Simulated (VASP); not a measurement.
# SbMo2 (Pn-3m) in VASP: notebook, part 2 of 2

VASP 6.6.1. Earlier steps stand in the parts before.

### 4 Relaxation of cell and atoms, PBE

Contents of INCAR:

```
SYSTEM = SbMo2
  ALGO = Normal
  EDIFF = 1E-7
  EDIFFG = -0.04
  ENCUT = 500
  GGA = PE
  GGA_COMPAT = .FALSE.
  IBRION = 2
  ISIF = 3
  ISMEAR = 0
  LASPH = .TRUE.
  LCHARG = .FALSE.
  LREAL = .FALSE.
  LWAVE = .FALSE.
  NELM = 120
  NELMIN = 4
  NSW = 90
  PREC = Accurate
  SIGMA = 0.1
```

Contents of KPOINTS:

```
k-points
0
G
  4 4 4
  0 0 0
```

Contents of POSCAR:

```
SbMo2
1.0
    5.0592810115      0.0000000000      0.0000000000
    0.0000000000      5.0592810115      0.0000000000
    0.0000000000      0.0000000000      5.0592810115
Sb Mo
2 4
Direct
    0.0000000000      0.0000000000      0.0000000000
    0.5000000000      0.5000000000      0.5000000000
    0.2500000000      0.2500000000      0.2500000000
    0.2500000000      0.7500000000      0.7500000000
    0.7500000000      0.7500000000      0.2500000000
    0.7500000000      0.2500000000      0.7500000000
```

The run is started by

```bash
$ cat potpaw_PBE.64/Sb/POTCAR potpaw_PBE.64/Mo_sv/POTCAR > POTCAR
$ mpirun -np 1 vasp_std > vasp.out
```

Run time: 8.4 min. Hardware: 1 thread of Oxide Virtual Turin-like, shared host; peak memory 0.23 GiB.

The run converged. Its results:

```
Free energy                           : -32.7254 eV
Relaxed volume                        : 31.36 Å³/atom
Relaxed cell                          : a = 5.730 Å, b = 5.730 Å, c = 5.730 Å, α = 90.00°, β = 90.00°, γ = 90.00°
Space group after relaxing (to 0.1 Å) : Pn-3m (No. 224)
Energy gained by relaxing             : 1172.9 meV/atom
Ionic steps                           : 5
Pressure after relaxing               : 0.0 GPa
Band gap on the k mesh                : zero (bands 33 and 34 overlap by 0.36 eV)
```

Step by step:
```tsv
step	energy change (eV)	largest force (eV/Å)	pressure (GPa)	volume (Å³)
1	0.0000	0.0000	53.37	129.50
2	-0.7121	0.0000	-9.54	316.41
3	-6.9845	0.0000	-2.23	195.59
4	-7.0289	0.0000	-0.94	191.15
5	-7.0375	0.0000	0.03	188.16
```

Final structure:
```
Sb Mo
1.0
     5.73028    0.00000    0.00000
     0.00000    5.73028    0.00000
     0.00000    0.00000    5.73028
Sb Mo
2 4
Direct
  0.00000 0.00000 0.00000
  0.50000 0.50000 0.50000
  0.25000 0.25000 0.25000
  0.25000 0.75000 0.75000
  0.75000 0.75000 0.25000
  0.75000 0.25000 0.75000
```

Levels at points of the mesh, in eV from the Fermi level:
| k point | band 29 | band 30 | band 31 | band 32 | band 33 | band 34 | band 35 | band 36 |
| --- | --- | --- | --- | --- | --- | --- | --- | --- |
| (0.00, 0.00, 0.00) | -0.45 | -0.45 | 0.10 | 0.10 | 0.21 | 0.21 | 0.21 | 0.28 |
| (0.50, 0.00, 0.00) | -0.23 | -0.23 | -0.08 | -0.08 | 0.03 | 0.03 | 0.11 | 0.11 |
| (0.50, 0.50, 0.00) | -0.38 | -0.38 | -0.33 | -0.33 | -0.15 | -0.15 | 0.35 | 0.35 |
| (0.50, 0.50, 0.50) | -0.83 | -0.24 | -0.24 | -0.24 | 0.02 | 0.02 | 0.02 | 0.38 |

Caveat: the volume moved by over 15 % at a fixed basis, so the end points are rough; spin-orbit coupling is left out, which moves the levels of the heavy elements.

### 5 Single point, PBE

This run uses another cell than the first one, of 31.64 Å³/atom.

Contents of INCAR:

```
ALGO = Normal ; EDIFF = 1E-6
ENCUT = 500 ; GGA = PE
GGA_COMPAT = F ; ISIF = 2
ISMEAR = 0 ; LASPH = T
LCHARG = F ; LREAL = F
LWAVE = F ; NBANDS = 42
NELM = 120 ; PREC = Accurate
SIGMA = 0.1
```

Contents of KPOINTS:

```
k-points
0
Gamma
  8 8 8
```

Edit POSCAR of step 4 so:

```diff
@@ -2,5 +2,5 @@
 1.0
-    5.0592810115      0.0000000000      0.0000000000
-    0.0000000000      5.0592810115      0.0000000000
-    0.0000000000      0.0000000000      5.0592810115
+    5.7473093846      0.0000000000      0.0000000000
+    0.0000000000      5.7473093846      0.0000000000
+    0.0000000000      0.0000000000      5.7473093846
 Sb Mo
```

The run is started by

```bash
$ cat potpaw_PBE.64/Sb/POTCAR potpaw_PBE.64/Mo_sv/POTCAR > POTCAR
$ mpirun -np 1 vasp_std > vasp.out
```

Run time: 5.6 min. Hardware: 1 thread of Oxide Virtual Turin-like, shared host; peak memory 0.34 GiB.

It converged, with:

| Item | Value |
| --- | --- |
| Free energy | -32.8205 eV |
| Pressure | -0.1 GPa |
| Band gap on the k mesh | zero (bands 33 and 34 overlap by 0.35 eV) |

Levels at points of the mesh, in eV from the Fermi level:
```csv
k point,band 30,band 31,band 32,band 33,band 34,band 35,band 36,band 37
"(0.00, 0.00, 0.00)",-0.46,0.10,0.10,0.21,0.21,0.21,0.28,0.28
"(0.50, 0.00, 0.00)",-0.22,-0.07,-0.07,0.03,0.03,0.11,0.11,0.28
"(0.50, 0.50, 0.00)",-0.37,-0.32,-0.32,-0.15,-0.15,0.35,0.35,0.51
"(0.50, 0.50, 0.50)",-0.23,-0.23,-0.23,0.02,0.02,0.02,0.38,0.38
```

Caveat: spin-orbit coupling is left out, which moves the levels of the heavy elements.

### 6 Relaxation of cell and atoms, PBE

This run uses another cell than the first one, of 31.59 Å³/atom.

Contents of INCAR:

```
ALGO = Normal ; EDIFF = 1E-7
EDIFFG = -0.01 ; ENCUT = 500
GGA = PE ; GGA_COMPAT = F
IBRION = 2 ; ISIF = 3
ISMEAR = 0 ; LASPH = T
LCHARG = F ; LREAL = F
LWAVE = F ; NELM = 120
NELMIN = 4 ; NSW = 100
PREC = Accurate ; SIGMA = 0.1
```

KPOINTS is that of step 5.

Edit POSCAR of step 5 so:

```diff
@@ -2,5 +2,5 @@
 1.0
-    5.7473093846      0.0000000000      0.0000000000
-    0.0000000000      5.7473093846      0.0000000000
-    0.0000000000      0.0000000000      5.7473093846
+    5.7439522854      0.0000000000      0.0000000000
+    0.0000000000      5.7439522854      0.0000000000
+    0.0000000000      0.0000000000      5.7439522854
 Sb Mo
```

Potentials or basis: VASP PAW PBE potentials, release 64 (Sb, Mo_sv).

The run is started by

```bash
$ cat potpaw_PBE.64/Sb/POTCAR potpaw_PBE.64/Mo_sv/POTCAR > POTCAR
$ mpirun -np 1 vasp_std > vasp.out
```

Wall time 5.5 min (1 thread of Oxide Virtual Turin-like, shared host); peak memory 0.34 GiB.

Results (log left out):

```
Free energy             : -32.8206 eV
Pressure after relaxing : 0.0 GPa
Band gap on the k mesh  : zero (bands 33 and 34 overlap by 0.35 eV)
```

Final structure:
```yaml
crystal:
  lattice:
    - [5.74395, 0.00000, 0.00000]
    - [0.00000, 5.74395, 0.00000]
    - [0.00000, 0.00000, 5.74395]
  atoms:
    - { symbol: Sb, position: [0.00000, 0.00000, 0.00000] }
    - { symbol: Sb, position: [0.50000, 0.50000, 0.50000] }
    - { symbol: Mo, position: [0.25000, 0.25000, 0.25000] }
    - { symbol: Mo, position: [0.25000, 0.75000, 0.75000] }
    - { symbol: Mo, position: [0.75000, 0.75000, 0.25000] }
    - { symbol: Mo, position: [0.75000, 0.25000, 0.75000] }
```

Levels at points of the mesh, in eV from the Fermi level:
| k point | band 31 | band 32 | band 33 | band 34 | band 35 | band 36 |
| --- | --- | --- | --- | --- | --- | --- |
| (0.00, 0.00, 0.00) | 0.10 | 0.10 | 0.21 | 0.21 | 0.21 | 0.28 |
| (0.50, 0.00, 0.00) | -0.07 | -0.07 | 0.03 | 0.03 | 0.11 | 0.11 |
| (0.50, 0.50, 0.00) | -0.32 | -0.32 | -0.15 | -0.15 | 0.35 | 0.35 |
| (0.50, 0.50, 0.50) | -0.23 | -0.23 | 0.02 | 0.02 | 0.02 | 0.38 |

Caveat: the relaxation stopped at its first step, so nothing moved; spin-orbit coupling is left out, which moves the levels of the heavy elements.

### 7 Summary

| task | cell | k mesh | gap on the mesh (eV) | pressure (GPa) |
| --- | --- | --- | --- | --- |
| single point | a = 5.059 Å, 6 atoms | 4 × 4 × 4 | none | 53.4 |
| single point | a = 5.744 Å, 6 atoms | 4 × 4 × 4 | none | 0.0 |
| relaxation of cell and atoms | relaxed from a = 5.059 Å, 6 atoms | 4 × 4 × 4 | none | 0.0 |
| single point | a = 5.747 Å, 6 atoms | 8 × 8 × 8 | none | -0.1 |
| relaxation of cell and atoms | relaxed from a = 5.744 Å, 6 atoms | 8 × 8 × 8 | none | 0.0 |

Alike in all rows: level PBE; potentials or basis VASP PAW PBE potentials, release 64 (Sb, Mo_sv); no spin polarisation; cutoff (eV) 500; smearing gaussian 0.1 eV.

Caveats: spin-orbit coupling is left out, which moves the levels of the heavy elements; the cell stands under pressure (at least some runs); the volume moved by over 15 % at a fixed basis, so the end points are rough (at least some runs); the relaxation stopped at its first step, so nothing moved (at least some runs).

Total energies depend on the potentials used, so only differences within one code and one set of settings carry meaning.
